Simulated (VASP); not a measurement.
Wanted: the native input for a VASP 6.6.1 run.

```
Task                   : single point
Functional             : PBE
Dispersion             : D3(BJ)
Potentials or basis    : VASP PAW PBE potentials, release 64 (H, Pb_d, N, O)
Cutoff                 : 520 eV
k mesh                 : 4 × 4 × 3
Occupations            : fermi-dirac, width 0.05 eV
Spin                   : no spin polarisation
Dipole correction      : no
Further INCAR settings : ALGO = Normal; EDIFF = 1e-06; NBANDS = 31
```

The structure of HPbNO4 lies in POSCAR:

```
HPbNO4
1.0
    3.7487475639      0.1336718899      0.0700934390
    0.3169874011      4.2284244566      0.0388565316
    0.9268689738      0.9111537465      5.7662690252
H Pb N O
1 1 1 4
Direct
    0.5770197740      0.8946782045      0.2137910235
    0.6358175109      0.4527170150      0.9198196506
    0.7552463869      0.2166246128      0.4945885448
    0.1725831366      0.5086695712      0.7628537991
    0.6363973213      0.9580108614      0.4985162107
    0.5126436663      0.9335511532      0.0552914516
    0.8293422040      0.4047985820      0.3051393197
```

These files were run (other wordings do the same):

INCAR

```
PREC = Accurate ; ENCUT = 520
EDIFF = 1E-6 ; ISMEAR = -1
SIGMA = 0.05 ; LREAL = False
LASPH = True ; NELM = 100
ALGO = Normal ; ISIF = 2
LWAVE = False ; LCHARG = True
GGA = PE ; IVDW = 12
LELF = True ; LVHAR = True
NBANDS = 31
```

KPOINTS

```
Automatic mesh
0
Gamma
  4 4 3
```

Potentials or basis: VASP PAW PBE potentials, release 64 (H, Pb_d, N, O).

Launch:

```bash
$ cat potpaw_PBE.64/H/POTCAR potpaw_PBE.64/Pb_d/POTCAR potpaw_PBE.64/N/POTCAR potpaw_PBE.64/O/POTCAR > POTCAR
$ mpirun -np 1 vasp_std > vasp.out
```

Results of the run:

```json
{"Pressure": "0.7 GPa", "Largest force": "0.638 eV/Å", "Band gap on the k mesh": "0.68 eV (least direct gap 0.77 eV)", "Dispersion energy per atom": "-0.113 eV"}
```

Caveat: the k points lie up to 0.43 Å⁻¹ apart; the standard files for N, O and F lose accuracy on very short bonds; spin-orbit coupling is left out, which moves the levels of the heavy elements; an odd mesh through Γ misses points on the zone boundary, where band edges can lie.

It used 180 s of CPU time on 1 thread of AMD EPYC 7R13 Processor (Zen 3) (shared host).
